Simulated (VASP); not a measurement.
# Si4PI (F-43m) in VASP: notebook, part 2 of 2

VASP 6.6.1. Earlier steps stand in the parts before.

### 3 Single point, PBE

This run uses another cell than the first one, of 22.12 Å³/atom.

INCAR reads:

```
SYSTEM = Si4PI
PREC     = Accurate       ! precision mode
ENCUT    = 520            ! plane-wave cutoff, eV
EDIFF    = 1E-7           ! SCF threshold, eV
ISMEAR   = 0              ! smearing method
SIGMA    = 0.1            ! smearing width, eV
LREAL    = .False.        ! projectors in reciprocal space
LASPH    = .True.         ! aspherical terms in the spheres
NELM     = 100            ! most SCF steps
ALGO     = Normal         ! electronic algorithm
ISIF     = 2              ! what is computed and relaxed
LWAVE    = .False.        ! write WAVECAR
LCHARG   = .True.         ! write CHGCAR
GGA      = PE             ! functional
LELF     = .True.         ! ELF
LVHAR    = .True.       
NBANDS   = 23             ! bands
```

KPOINTS reads:

```
Automatic mesh
0
Gamma
  4 4 4
  0 0 0
```

POSCAR reads:

```
Si4PI
1.0
    0.0000000000      4.0485360000      4.0485360000
    4.0485360000      0.0000000000      4.0485360000
    4.0485360000      4.0485360000      0.0000000000
Si P I
4 1 1
Direct
    0.8780933100      0.8780933100      0.8780933100
    0.8780933100      0.8780933100      0.3657200600
    0.8780933100      0.3657200600      0.8780933100
    0.3657200600      0.8780933100      0.8780933100
    0.5000000000      0.5000000000      0.5000000000
    0.2500000000      0.2500000000      0.2500000000
```

Potentials or basis: VASP PAW PBE potentials, release 64 (Si, P, I).

On the command line:

```
> cat potpaw_PBE.64/Si/POTCAR potpaw_PBE.64/P/POTCAR potpaw_PBE.64/I/POTCAR > POTCAR
> mpirun -np 1 vasp_std > vasp.out
```

OUTCAR:

```text
SYSTEM = Si4PI
   PREC = Accurate
   ENCUT = 520
   EDIFF = 1E-7
   ISMEAR = 0
   LREAL = .False.
   LASPH = .True.
   NELM = 100
   ISIF = 2
   GGA = PE

 ion  position               nearest neighbor table
   1  0.878  0.878  0.878-   2 2.79   3 2.79   4 2.79   2 2.93   3 2.93   4 2.93   6 3.35   6 3.35
                             6 3.35
   2  0.878  0.878  0.366-   1 2.79   3 2.79   4 2.79   1 2.93   3 2.93   4 2.93   6 3.35   6 3.35
                             6 3.35
   3  0.878  0.366  0.878-   1 2.79   2 2.79   4 2.79   2 2.93   1 2.93   4 2.93   6 3.35   6 3.35
                             6 3.35
   4  0.366  0.878  0.878-   1 2.79   2 2.79   3 2.79   1 2.93   2 2.93   3 2.93   6 3.35   6 3.35
                             6 3.35
   5  0.500  0.500  0.500-
   6  0.250  0.250  0.250-   2 3.35   3 3.35   2 3.35   4 3.35   3 3.35   4 3.35   1 3.35   1 3.35
                             1 3.35   2 3.35   3 3.35   4 3.35

  LATTYP: Found a face centered cubic cell.
 ALAT       =     8.0970720000

  Lattice vectors:

 A1 = (   0.0000000000,   4.0485360000,   4.0485360000)
 A2 = (   4.0485360000,   0.0000000000,   4.0485360000)
 A3 = (   4.0485360000,   4.0485360000,   0.0000000000)

Analysis of symmetry for initial positions (statically):
=====================================================================
 Subroutine PRICEL returns:
 Original cell was already a primitive cell.

 Routine SETGRP: Setting up the symmetry group for a
 face centered cubic supercell.

 Subroutine GETGRP returns: Found 24 space group operations
 (whereof 24 operations were pure point group operations)
 out of a pool of 48 trial point group operations.

The static configuration has the point symmetry T_d .

Analysis of symmetry for dynamics (positions and initial velocities):
=====================================================================
 Subroutine PRICEL returns:
 Original cell was already a primitive cell.

 Routine SETGRP: Setting up the symmetry group for a
 face centered cubic supercell.

 Subroutine GETGRP returns: Found 24 space group operations
 (whereof 24 operations were pure point group operations)
 out of a pool of 48 trial point group operations.

The dynamic configuration has the point symmetry T_d .

 Subroutine INISYM returns: Found 24 space group operations
 (whereof 24 operations are pure point group operations),
 and found     1 'primitive' translations

----------------------------------------------------------------------------------------

                                     Primitive cell

  volume of cell :     132.7162

  direct lattice vectors                    reciprocal lattice vectors
     0.000000000  4.048536000  4.048536000    -0.123501434  0.123501434  0.123501434
     4.048536000  0.000000000  4.048536000     0.123501434 -0.123501434  0.123501434
     4.048536000  4.048536000  0.000000000     0.123501434  0.123501434 -0.123501434

  length of vectors
     5.725494519  5.725494519  5.725494519     0.213910758  0.213910758  0.213910758

  position of ions in fractional coordinates (direct lattice)
     0.878093310  0.878093310  0.878093310
     0.878093310  0.878093310  0.365720060
     0.878093310  0.365720060  0.878093310
     0.365720060  0.878093310  0.878093310
     0.500000000  0.500000000  0.500000000
[... 40 lines left out ...]
  0.250000  0.000000  0.000000      8.000000
  0.500000  0.000000  0.000000      4.000000
  0.250000  0.250000  0.000000      6.000000
  0.500000  0.250000  0.000000     24.000000
 -0.250000  0.250000  0.000000     12.000000
  0.500000  0.500000  0.000000      3.000000
 -0.250000  0.500000  0.250000      6.000000
   k-points           NKPTS =      8   k-points in BZ     NKDIM =      8   number of bands    NBANDS=     23
   number of dos      NEDOS =    301   number of ions     NIONS =      6
   total plane-waves  NPLWV = 110592
   dimension x,y,z NGX =    48 NGY =   48 NGZ =   48
   dimension x,y,z NGXF=    96 NGYF=   96 NGZF=   96
   ions per type =               4   1   1
   NGX,Y,Z   is equivalent  to a cutoff of  13.94, 13.94, 13.94 a.u.
   NGXF,Y,Z  is equivalent  to a cutoff of  27.87, 27.87, 27.87 a.u.
 SYSTEM =  Si4PI
   PREC   = accura    normal or accurate (medium, high low for compatibility)
   ISTART =      0    job   : 0-new  1-cont  2-samecut
   ICHARG =      2    charge: 1-file 2-atom 10-const
   ISPIN  =      1    spin polarized calculation?
   LNONCOLLINEAR =      F non collinear calculations
   LSORBIT =      F    spin-orbit coupling
   LASPH  =      T    aspherical Exc in radial PAW
   ENCUT  =  520.0 eV  38.22 Ry    6.18 a.u.  10.65 10.65 10.65*2*pi/ulx,y,z
   NELM   =    100;   NELMIN=  2; NELMDL= -5     # of ELM steps
   EDIFF  = 0.1E-06   stopping-criterion for ELM
   LREAL  =      F    real-space projection
   EDIFFG = 0.1E-05   stopping-criterion for IOM
   NSW    =      0    number of steps for IOM
   IBRION =     -1    ionic relax: 0-MD 1-quasi-New 2-CG
   NFREE  =      0    steps in history (QN), initial steepest desc. (CG)
   ISIF   =      2    stress and relaxation
   ISYM   =      2    0-nonsym 1-usesym 2-fastsym
   POTIM  = 0.5000    time-step for ionic-motion
   TEBEG  =    0.0;   TEEND  =   0.0 temperature during run
   PSTRESS=    0.0 pullay stress
   NELECT =      28.0000    total number of electrons
   NUPDOWN=      -1.0000    fix difference up-down
   EMIN   =  10.00;   EMAX   =-10.00  energy-range for DOS
   EFERMI =   0.00;   METHOD = LEGACY
   ISMEAR =     0;   SIGMA  =   0.10  broadening in eV -4-tet -1-fermi 0-gaus
   EFERMI_NEDOS =   21; number of points for ismear=-14 and -15
   IALGO  =     38    algorithm
   IMIX   =      4    mixing-type and parameters
     AMIX     =   0.40;   BMIX     =  1.00
     AMIX_MAG =   1.60;   BMIX_MAG =  1.00
  volume/ion in A,a.u.               =      22.12       149.27
  Fermi-wavevector in a.u.,A,eV,Ry     =   0.974585  1.841698 12.923017  0.949815
  Thomas-Fermi vector in A             =   2.105056
   LORBIT       =      0    0 simple, 1 ext, 2 COOP (PROOUT), +10 PAW based schemes
   GGA     = PE    functional components
   LHFCALC =     F    Hartree Fock is set to
   AEXX    =    0.0000 exact exchange contribution
   IVDW    =     0    specifies the selected vdW correction
   LEPSILON=     F    determine dielectric tensor
   LRPA    =     F    only Hartree local field effects (RPA)
 non-spin polarized calculation
 Gauss-broadening in eV      SIGMA  =   0.10
  energy-cutoff  :      520.00
  volume of cell :      132.72
 maximum number of plane-waves:      3591
 NGX is ok and might be reduce to    48
   NGX = 21   NGY = 21   NGZ = 21

 number of electron      28.0000000 magnetization

 Free energy of the ion-electron system (eV)
  ---------------------------------------------------
  ext. energy  EPLUGINS =         0.00000000
  ---------------------------------------------------
  free energy    TOTEN  =       -22.57114645 eV

  energy without entropy =      -22.53121675  energy(sigma->0) =      -22.55118160

 E-fermi :   6.1549     XC(G=0):  -9.8379

 val. band max:        6.1419222563   @ k =   0.2500   0.0000   0.0000
 cond. band min:       6.1805648416   @ k =   0.5000   0.2500   0.0000
 fundamental gap:      0.0386425853
 Fermi energy:         6.1549208366

 k-point     1 :       0.0000    0.0000    0.0000
  band No.  band energies     occupation
      1      -7.6095      2.00000
      2      -4.0685      2.00000
      3      -2.1812      2.00000
      4       0.7702      2.00000
      5       0.7702      2.00000
      6       0.7702      2.00000
[... 197 lines left out ...]
     22       9.7865      0.00000
     23      10.0870      0.00000

------------------------ aborting loop because EDIFF is reached ----------------------------------------

  FORCE on cell =-STRESS in cart. coord.  units (eV):
  Direction    XX          YY          ZZ          XY          YZ          ZX
  --------------------------------------------------------------------------------------
  -------------------------------------------------------------------------------------
  Total       -6.5383000     -6.5383000     -6.5383000      0.0000000      0.0000000      0.0000000
  in kB      -78.9316929    -78.9316929    -78.9316929      0.0000000      0.0000000      0.0000000
  external PRESSURE =     -78.9316929 kB  Pullay stress =       0.0000000 kB

 VOLUME and BASIS-vectors are now :
 -----------------------------------------------------------------------------
  energy-cutoff  :      520.00
  volume of cell :      132.72
      direct lattice vectors                 reciprocal lattice vectors
     0.000000000  4.048536000  4.048536000    -0.123501434  0.123501434  0.123501434
     4.048536000  0.000000000  4.048536000     0.123501434 -0.123501434  0.123501434
     4.048536000  4.048536000  0.000000000     0.123501434  0.123501434 -0.123501434

 POSITION                                       TOTAL-FORCE (eV/Angst)
 -----------------------------------------------------------------------------------
      7.10998      7.10998      7.10998        -0.106505     -0.106505     -0.106505
      5.03562      5.03562      7.10998         0.106505      0.106505     -0.106505
      5.03562      7.10998      5.03562         0.106505     -0.106505      0.106505
      7.10998      5.03562      5.03562        -0.106505      0.106505      0.106505
      4.04854      4.04854      4.04854         0.000000      0.000000      0.000000
      2.02427      2.02427      2.02427        -0.000000      0.000000      0.000000
 -----------------------------------------------------------------------------------
    total drift:                                0.000005      0.000005      0.000005

  FREE ENERGIE OF THE ION-ELECTRON SYSTEM (eV)
  ---------------------------------------------------
  free  energy   TOTEN  =       -22.5711464492 eV

  energy  without entropy=      -22.5312167529  energy(sigma->0) =      -22.55118160
```

Wall time 48 s (1 thread of Intel Xeon Platinum 8275CL at 3.00GHz (Skylake/Cascade Lake), shared host); peak memory 0.32 GiB.

What came out:

- Free energy: -22.5711 eV
- Pressure: -7.9 GPa
- Largest force: 0.184 eV/Å
- Band gap on the k mesh: zero (bands 14 and 15 overlap by 1.50 eV)

Forces on the atoms (eV/Å):
```
Si  -0.107 -0.107 -0.107
Si   0.107  0.107 -0.107
Si   0.107 -0.107  0.107
Si  -0.107  0.107  0.107
P    0.000  0.000  0.000
I    0.000  0.000  0.000
```

Levels at points of the mesh, in eV from the Fermi level:
```
           k point  band 10  band 11  band 12  band 13  band 14  band 15  band 16  band 17  band 18  band 19
(0.00, 0.00, 0.00)    -4.52    -2.70    -2.70    -2.70    -1.45    -1.45     1.72     1.72     1.72     5.36
(0.50, 0.00, 0.00)    -2.43    -1.54    -1.54    -0.41    -0.41     0.21     1.29     1.97     1.97     2.14
(0.50, 0.50, 0.00)    -2.35    -0.78    -0.63    -0.63     0.05     0.45     0.67     0.75     0.75     1.01
```

Caveat: the cell stands under tension; spin-orbit coupling is left out, which moves the levels of the heavy elements.

### 4 Relaxation of cell and atoms, PBE

This run uses another cell than the first one, of 22.12 Å³/atom.

INCAR reads:

```
ALGO = Normal
EDIFF = 1E-6
EDIFFG = -0.04
ENCUT = 600
GGA = PE
IBRION = 2
ISIF = 3
ISMEAR = 0
LASPH = True
LCHARG = False
LREAL = False
LWAVE = False
NELM = 60
NSW = 90
PREC = Accurate
SIGMA = 0.1
```

KPOINTS reads:

```
k-points
0
Gamma
  4 4 4
```

POSCAR is that of step 3.

On the command line:

```
> cat potpaw_PBE.64/Si/POTCAR potpaw_PBE.64/P/POTCAR potpaw_PBE.64/I/POTCAR > POTCAR
> mpirun -np 1 vasp_std > vasp.out
```

Wall time 2.4 min (1 thread of Intel Xeon Platinum 8275CL at 3.00GHz (Skylake/Cascade Lake), shared host); peak memory 0.34 GiB.

The run converged. Its results:

* Free energy: -23.2869 eV
* Relaxed volume: 18.08 Å³/atom
* Relaxed cell: a = 5.353 Å, b = 5.353 Å, c = 5.353 Å, α = 60.00°, β = 60.00°, γ = 60.00°
* Space group after relaxing (to 0.1 Å): F-43m (No. 216)
* Energy gained by relaxing: 119.3 meV/atom
* Ionic steps: 6
* Pressure after relaxing: 0.3 GPa
* Largest force after relaxing: 0.009 eV/Å
* Band gap on the k mesh: zero (bands 14 and 15 overlap by 2.23 eV)

Forces on the atoms (eV/Å):
```
Si  -0.005 -0.005 -0.005
Si   0.005  0.005 -0.005
Si   0.005 -0.005  0.005
Si  -0.005  0.005  0.005
P    0.000  0.000  0.000
I    0.000  0.000  0.000
```

The path:
| step | energy change (eV) | largest force (eV/Å) | pressure (GPa) | volume (Å³) |
| --- | --- | --- | --- | --- |
| 1 | 0.0000 | 0.1845 | -7.89 | 132.72 |
| 2 | -0.6634 | 0.3744 | -1.73 | 112.88 |
| 3 | -0.6849 | 0.4089 | -0.03 | 109.50 |
| 4 | -0.6850 | 0.4135 | 0.21 | 109.06 |
| 5 | -0.7098 | 0.1844 | 0.24 | 108.74 |
| 6 | -0.7157 | 0.0093 | 0.33 | 108.49 |

Final structure:
```xyz
6
Lattice="0.0000 3.7855 3.7855 3.7855 0.0000 3.7855 3.7855 3.7855 0.0000" Properties=species:S:1:pos:R:3 pbc="T T T"
Si    6.6205    6.6205    6.6205
Si    4.7360    4.7360    6.6205
Si    4.7360    6.6205    4.7360
Si    6.6205    4.7360    4.7360
P     3.7855    3.7855    3.7855
I     1.8927    1.8927    1.8927
```

Levels at points of the mesh, in eV from the Fermi level:
| k point | band 11 | band 12 | band 13 | band 14 | band 15 | band 16 | band 17 | band 18 |
| --- | --- | --- | --- | --- | --- | --- | --- | --- |
| (0.00, 0.00, 0.00) | -3.37 | -3.37 | -3.37 | -1.95 | -1.95 | 2.50 | 2.50 | 2.50 |
| (0.50, 0.00, 0.00) | -1.58 | -1.58 | -0.64 | -0.64 | 0.49 | 1.83 | 2.44 | 2.44 |
| (0.50, 0.50, 0.00) | -0.75 | -0.75 | -0.64 | 0.28 | 0.40 | 0.48 | 0.90 | 0.90 |

Caveat: the volume moved by over 15 % at a fixed basis, so the end points are rough; spin-orbit coupling is left out, which moves the levels of the heavy elements.

### 5 The runs side by side

| task | cell | cutoff (eV) | gap on the mesh (eV) | pressure (GPa) | largest force (eV/Å) |
| --- | --- | --- | --- | --- | --- |
| single point | a = 5.366 Å, angles 60.0°, 6 atoms, atomic positions A | 520 | none | -0.1 | 0.03 |
| single point | a = 5.725 Å, angles 60.0°, 6 atoms, atomic positions B | 520 | none | -7.9 | 0.18 |
| relaxation of cell and atoms | relaxed from a = 5.725 Å, angles 60.0°, 6 atoms, atomic positions B | 600 | none | 0.3 | 0.01 |

Alike in all rows: level PBE; potentials or basis VASP PAW PBE potentials, release 64 (Si, P, I); no spin polarisation; k mesh 4 × 4 × 4; smearing gaussian 0.1 eV.

Caveats: spin-orbit coupling is left out, which moves the levels of the heavy elements; the cell stands under tension (at least some runs); the volume moved by over 15 % at a fixed basis, so the end points are rough (at least some runs).

Total energies depend on the potentials used, so only differences within one code and one set of settings carry meaning.

The gap in the log of VASP goes by the Fermi energy; the results here count the filled bands.